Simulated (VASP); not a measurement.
Write the native input for VASP 6.6.1 that does the following.

```
Task                   : single point
Functional             : PBE
Potentials or basis    : VASP PAW PBE potentials, release 64 (C, N)
Cutoff                 : 520 eV
k mesh                 : 6 × 3 × 1
Occupations            : gaussian, width 0.1 eV
Spin                   : no spin polarisation
Dipole correction      : yes
Further INCAR settings : ALGO = Normal; EDIFF = 1e-06; NBANDS = 38
```

The structure of C12N lies in POSCAR:

```
C12N
1.0
    4.9326910638      0.0000000000      0.0000000000
   -1.2331727659      8.7858796652      0.0000000000
    0.0000000000      0.0000000000     20.2907138818
C N
12 1
Direct
    0.0197005045      0.0788020181      0.1971345130
    0.5197005045      0.0788020181      0.1971345130
    0.2746256306      0.0985025226      0.2311704222
    0.7746256306      0.0985025226      0.2311704222
    0.2844758829      0.1379035317      0.2992422405
    0.7844758829      0.1379035317      0.2992422405
    0.0392966979      0.1571967124      0.3324023561
    0.5392966979      0.1571967124      0.3324023561
    0.0496769462      0.1987212371      0.4035397332
    0.5496769462      0.1987212371      0.4035397332
    0.3040736101      0.2163107364      0.4332382751
    0.8040736101      0.2163107364      0.4332382751
    0.3040736101      0.7163107364      0.3775804372
```

The input as run:

INCAR

```
SYSTEM = C12N
ALGO     = Normal         ! electronic algorithm
DIPOL    = 0.5 0.5 0.321
EDIFF    = 1E-6           ! SCF threshold, eV
ENCUT    = 520            ! plane-wave cutoff, eV
GGA      = PE             ! functional
IDIPOL   = 3            
ISIF     = 2              ! what is computed and relaxed
ISMEAR   = 0              ! smearing method
LASPH    = .TRUE.         ! aspherical terms in the spheres
LCHARG   = .FALSE.        ! write CHGCAR
LDIPOL   = .TRUE.       
LREAL    = .FALSE.        ! projectors in reciprocal space
LWAVE    = .FALSE.        ! write WAVECAR
NBANDS   = 38             ! bands
NELM     = 100            ! most SCF steps
PREC     = Accurate       ! precision mode
SIGMA    = 0.1            ! smearing width, eV
```

KPOINTS

```
k-points
0
G
  6 3 1
  0 0 0
```

Potentials or basis: VASP PAW PBE potentials, release 64 (C, N).

The run is started by

```sh
$ cat potpaw_PBE.64/C/POTCAR potpaw_PBE.64/N/POTCAR > POTCAR
$ mpirun -np 1 vasp_std > vasp.out
```

It gave:

The largest force is 3.408 eV/Å. The band gap on the k mesh is zero (an odd number of electrons rules out a gap without spin polarisation).

Wall time 10 min on 1 thread of AMD EPYC 9R45 96-Core Processor (Zen 5), on a shared host, peak memory 0.95 GiB.
